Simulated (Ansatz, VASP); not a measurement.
Te: VASP beside Ansatz

Contents of INCAR:

```
SYSTEM = Te
ALGO = Normal ; EDIFF = 1E-6
ENCUT = 500 ; GGA = PE
GGA_COMPAT = .False. ; ISIF = 2
ISMEAR = 0 ; LASPH = .True.
LCHARG = .False. ; LREAL = .False.
LWAVE = .False. ; NBANDS = 13
NELM = 120 ; PREC = Accurate
SIGMA = 0.1
```

Contents of KPOINTS:

```
k-points
0
Gamma
  6 6 2
  0 0 0
```

The input POSCAR:

```
Te
1.0
    2.8262884400      0.0000000000      0.0000000000
   -1.4131442200      2.4476375900      0.0000000000
    0.0000000000      0.0000000000      9.8082490000
Te
2
Direct
    0.3333333300      0.6666666700      0.0000000000
    0.6666666700      0.3333333300      0.0000000000
```

Input for Ansatz:

```yaml
crystal:
  lattice:
    - [2.82628844, 0.0, 0.0]
    - [-1.41314422, 2.44763759, 0.0]
    - [0.0, 0.0, 9.808249]
  atoms:
    - { symbol: Te, position: [0.33333333, 0.66666667, 0.0] }
    - { symbol: Te, position: [0.66666667, 0.33333333, 0.0] }
basis:
  ecutwfc: 420
kpoints:
  mp_grid: { grid: [6, 6, 2] }
hamiltonian:
  xc: pbe
scf:
  occupations: { method: gaussian, width: 0.1 }
  lower_state_search: "off"
output:
  forces: true
  stress: true
  eigenvalues: true
```

Alike in both runs: task single point; functional PBE; k mesh 6 × 6 × 2; occupations gaussian, width 0.1 eV; no spin polarisation.

|  | VASP | Ansatz |
| --- | --- | --- |
| version | VASP 6.6.1 | Ansatz 0.2.0 |
| potentials or method | VASP PAW PBE potentials, release 64 (Te), cutoff 500 eV | scalar-relativistic, plane waves, PAW |
| valence electrons in the cell | 12 | 32 |

|  | VASP | Ansatz | Ansatz less VASP |
| --- | --- | --- | --- |
| gap on the k mesh at the Fermi level (eV) | 0.17 | 0.88 | +0.709 |
| least direct gap on the mesh (eV) | 0.67 | 1.35 | +0.676 |

One of these differences is far larger than is usual between the two programs; its cause wasn't traced. VASP's potentials hold 12 valence electrons a cell and Ansatz's 32, so a difference there can come from the potentials and not from the codes.

The k mesh is coarse, so the values compare programs but aren't converged. Spin-orbit coupling is off throughout. Noted on VASP's run: the cell as given lies far from equilibrium.
